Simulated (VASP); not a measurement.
Wanted: the native input for a VASP 6.6.1 run.

```
Task                   : single point
Functional             : PBEsol
Potentials or basis    : VASP PAW PBE potentials, release 64 (Cd, S)
Cutoff                 : 520 eV
k mesh                 : 7 × 7 × 4
Occupations            : fermi-dirac, width 0.05 eV
Spin                   : no spin polarisation
Dipole correction      : no
Further INCAR settings : ALGO = Normal; EDIFF = 1e-06; NBANDS = 26
```

The structure of CdS (Greenockite) lies in POSCAR:

```
CdS
1.0
    4.0939120434      0.0000000000      0.0000000000
   -2.0469560217      3.5454318304      0.0000000000
    0.0000000000      0.0000000000      6.6459482979
Cd S
2 2
Direct
    0.6666666667      0.3333333333      0.5000000000
    0.3333333333      0.6666666667      0.0000000000
    0.6666666667      0.3333333333      0.8750000000
    0.3333333333      0.6666666667      0.3750000000
```

This cell differs from its parent crystal: volume scaled by 0.96.

The input as run:

INCAR

```
ALGO     = Normal         # electronic algorithm
EDIFF    = 1E-6           # SCF threshold, eV
ENCUT    = 520            # plane-wave cutoff, eV
GGA      = PS             # functional
ISIF     = 2              # what is computed and relaxed
ISMEAR   = -1             # smearing method
LASPH    = True           # aspherical terms in the spheres
LCHARG   = True           # write CHGCAR
LELF     = True           # ELF
LREAL    = False          # projectors in reciprocal space
LVHAR    = True         
LWAVE    = False          # write WAVECAR
NBANDS   = 26             # bands
NELM     = 80             # most SCF steps
PREC     = Accurate       # precision mode
SIGMA    = 0.05           # smearing width, eV
```

KPOINTS

```
k-points
0
Gamma
  7 7 4
```

Potentials or basis: VASP PAW PBE potentials, release 64 (Cd, S).

Command:

```sh
$ cat potpaw_PBE.64/Cd/POTCAR potpaw_PBE.64/S/POTCAR > POTCAR
$ mpirun -np 1 vasp_std > vasp.out
```

It gave:

| Property | Result |
| --- | --- |
| Pressure | 2.0 GPa |
| Largest force | 0.075 eV/Å |
| Band gap on the k mesh | 1.15 eV, direct |

Caveat: the PAW data sets were made with another functional, which shifts forces and pressure a little.

It took 57 s on 1 thread of Intel(R) Xeon(R) Platinum 8488C (Sapphire Rapids), on a shared host, peak memory 0.22 GiB.
